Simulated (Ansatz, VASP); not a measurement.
# One calculation of V, two programs

POSCAR

```
V
1.0
   -1.5041862709      1.5041862709      1.5041862709
    1.5041862709     -1.5041862709      1.5041862709
    1.5041862709      1.5041862709     -1.5041862709
V
1
Direct
    0.0000000000      0.0000000000      0.0000000000
```

The input INCAR.step1:

```
SYSTEM = V
PREC = Accurate ; ENCUT = 520
ISMEAR = -1 ; SIGMA = 0.05
LREAL = .False. ; LASPH = .True.
NELM = 150 ; ISPIN = 2
MAGMOM = 2 ; LMAXMIX = 4
NBANDS = 16 ; GGA = PE
ALGO = Normal ; EDIFF = 1E-4
LWAVE = .True. ; LCHARG = .False.
```

INCAR.step2

```
SYSTEM = V
PREC = Accurate ; ENCUT = 520
EDIFF = 1E-6 ; ISMEAR = -1
SIGMA = 0.05 ; LREAL = .False.
LASPH = .True. ; NELM = 150
ALGO = Normal ; ISIF = 2
LWAVE = .False. ; LCHARG = .False.
ISPIN = 2 ; MAGMOM = 2
LORBIT = 11 ; LMAXMIX = 4
METAGGA = R2SCAN ; LMIXTAU = .True.
NBANDS = 16 ; ISTART = 1
```

KPOINTS

```
Automatic mesh
0
Gamma
  12 12 12
  0 0 0
```

input.yaml

```yaml
crystal:
  lattice:
    - [-1.5041862709, 1.5041862709, 1.5041862709]
    - [1.5041862709, -1.5041862709, 1.5041862709]
    - [1.5041862709, 1.5041862709, -1.5041862709]
  atoms:
    - { symbol: V, position: [0.0, 0.0, 0.0], spin: 2.0 }
hamiltonian:
  xc: r2scan
  pseudopotentials: { kind: paw }
magnetization:
  spin_polarized: true
kpoints:
  mp_grid: { grid: [12, 12, 12] }
scf:
  occupations: { method: fermi_dirac, width: 0.05 }
output:
  forces: true
  stress: true
  eigenvalues: true
  write_density: true
  write_potential: true
  elf: true
  volumetric_format: npy
```

Alike in both runs: task single point; functional r2SCAN; k mesh 12 × 12 × 12; occupations fermi-dirac, width 0.05 eV; collinear spin.

|  | VASP | Ansatz |
| --- | --- | --- |
| version | VASP 6.6.1 | Ansatz 0.2.0 |
| potentials or method | VASP PAW PBE potentials, release 64 (V_sv) | Ansatz PAW |
| plane-wave cutoff (eV) | 520 | 500 |
| valence electrons in the cell | 13 | 13 |

```csv
,VASP,Ansatz,Ansatz less VASP
gap on the k mesh at the Fermi level (eV),none,none,-
pressure (GPa),-4.1,-3.4,+0.71
net moment per atom (μB),0.00,0.52,+0.517
size of the moment on the site where the two differ most (μB),0.00,0.42,+0.418
```

The net moments are unlike, so the other rows may belong to different states. VASP's potentials were made for PBE, not for r2SCAN. Site moments also hang on the region over which each program counts them. A gap of «none» marks a metal or a gap that the smearing closes.

Noted on Ansatz's run: the magnetic or orbital state may not be the lowest.
